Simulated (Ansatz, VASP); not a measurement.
# Two plane-wave programs on CdF2

Contents of POSCAR:

```
CdF2
1.0
    0.0000000000      2.6941776810      2.6941776810
    2.6941776810      0.0000000000      2.6941776810
    2.6941776810      2.6941776810      0.0000000000
Cd F
1 2
Direct
    0.0000000000      0.0000000000      0.0000000000
    0.2500000000      0.2500000000      0.2500000000
    0.7500000000      0.7500000000      0.7500000000
```

File INCAR.step1:

```
SYSTEM = CdF2
ALGO = Normal
EDIFF = 1E-5
ENCUT = 520
GGA = PE
ISIF = 2
ISMEAR = 0
LASPH = .True.
LCHARG = .False.
LREAL = .False.
LWAVE = .True.
NBANDS = 20
NELM = 100
PREC = Accurate
SIGMA = 0.01
```

The input INCAR.step2:

```
SYSTEM = CdF2
AEXX = 0.05
ALGO = Normal
EDIFF = 1E-7
ENCUT = 520
GGA = PE
HFSCREEN = 0.1
ISIF = 2
ISMEAR = 0
ISTART = 1
LASPH = .True.
LCHARG = .False.
LHFCALC = .True.
LREAL = .False.
LWAVE = .False.
NBANDS = 20
NELM = 100
PREC = Accurate
PRECFOCK = Normal
SIGMA = 0.01
```

The input KPOINTS:

```
k-points
0
Gamma
  4 4 4
  0 0 0
```

Input for Ansatz:

```yaml
crystal:
  lattice:
    - [0.0, 2.694177681, 2.694177681]
    - [2.694177681, 0.0, 2.694177681]
    - [2.694177681, 2.694177681, 0.0]
  atoms:
    - { symbol: Cd, position: [0.0, 0.0, 0.0] }
    - { symbol: F, position: [0.25, 0.25, 0.25] }
    - { symbol: F, position: [0.75, 0.75, 0.75] }
kpoints:
  mp_grid: { grid: [4, 4, 4] }
hamiltonian:
  xc: { exchange: pbe, correlation: pbe, exx: { coeff: 0.05, omega: 0.1 } }
scf:
  occupations: { method: fixed }
  n_extra_bands: 4
output:
  forces: true
  stress: true
  eigenvalues: true
```

Alike in both runs: task single point; functional PBE-based screened hybrid with a share of 0.05 of exact exchange and HFSCREEN = 0.1; k mesh 4 × 4 × 4; no spin polarisation.

```csv
,VASP,Ansatz
version,VASP 6.6.1,Ansatz 0.2.0
potentials or method,"VASP PAW PBE potentials, release 64 (Cd, F)",plane waves
plane-wave cutoff (eV),520,420
occupations,"gaussian, width 0.01 eV",fixed
valence electrons in the cell,26,34
```

Ansatz gave:

- gap on the k mesh at the Fermi level (eV): 3.58
- pressure (GPa): 4.6

Task: Estimate VASP's values.

Result: gap on the k mesh at the Fermi level (eV): 3.55; pressure (GPa): 5.4.

VASP's potentials were made for PBE, not for PBE-based screened hybrid. VASP's potentials hold 26 valence electrons a cell and Ansatz's 34, so a difference there can come from the potentials and not from the codes. Ansatz's warnings: stress exchange threshold loose, stress scf threshold loose.

The k mesh is coarse, so the values compare programs but aren't converged.
